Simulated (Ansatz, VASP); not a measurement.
# Os in VASP and in Ansatz

Contents of INCAR:

```
SYSTEM = Os
ALGO     = Normal         ! electronic algorithm
EDIFF    = 1E-6           ! SCF threshold, eV
ENCUT    = 520            ! plane-wave cutoff, eV
GGA      = PE             ! functional
ISIF     = 2              ! what is computed and relaxed
ISMEAR   = -1             ! smearing method
LASPH    = .True.         ! aspherical terms in the spheres
LCHARG   = .False.        ! write CHGCAR
LREAL    = .False.        ! projectors in reciprocal space
LWAVE    = .False.        ! write WAVECAR
NBANDS   = 15             ! bands
NELM     = 60             ! most SCF steps
PREC     = Accurate       ! precision mode
SIGMA    = 0.08           ! smearing width, eV
```

Contents of KPOINTS:

```
k-points
0
Gamma
  17 17 10
  0 0 0
```

POSCAR

```
Os
1.0
    2.7611720329      0.0000000000      0.0000000000
   -1.3805860165      2.3912451248      0.0000000000
    0.0000000000      0.0000000000      4.3624720886
Os
2
Direct
    0.3333333333      0.6666666667      0.2500000000
    0.6666666667      0.3333333333      0.7500000000
```

Input for Ansatz:

```yaml
crystal:
  lattice:
    - [2.7611720329, 0.0, 0.0]
    - [-1.3805860165, 2.3912451248, 0.0]
    - [0.0, 0.0, 4.3624720886]
  atoms:
    - { symbol: Os, position: [0.3333333333, 0.6666666667, 0.25] }
    - { symbol: Os, position: [0.6666666667, 0.3333333333, 0.75] }
kpoints:
  mp_grid: { grid: [17, 17, 10] }
scf:
  occupations: { method: fermi_dirac, width: 0.08 }
hamiltonian:
  xc: pbe
  pseudopotentials: { kind: all_electron, lapw: { basis_error: 0.001 } }
output:
  forces: true
  stress: true
  eigenvalues: true
```

Change from the starting cell: volume scaled by 1.03.

Alike in both runs: task single point; functional PBE; k mesh 17 × 17 × 10; occupations fermi-dirac, width 0.08 eV; no spin polarisation.

```csv
,VASP,Ansatz
version,VASP 6.6.1,Ansatz 0.2.0
potentials or method,"VASP PAW PBE potentials, release 64 (Os), cutoff 520 eV","all-electron LAPW, scalar-relativistic"
```

|  | VASP | Ansatz | Ansatz less VASP |
| --- | --- | --- | --- |
| pressure (GPa) | -3.6 | -3.3 | +0.23 |
| traceless stress, the component that is largest in VASP (GPa) | -0.72 | -0.64 | +0.074 |

Ansatz ran all-electron here, and VASP with PAW potentials.

Neither program's run includes spin-orbit coupling.
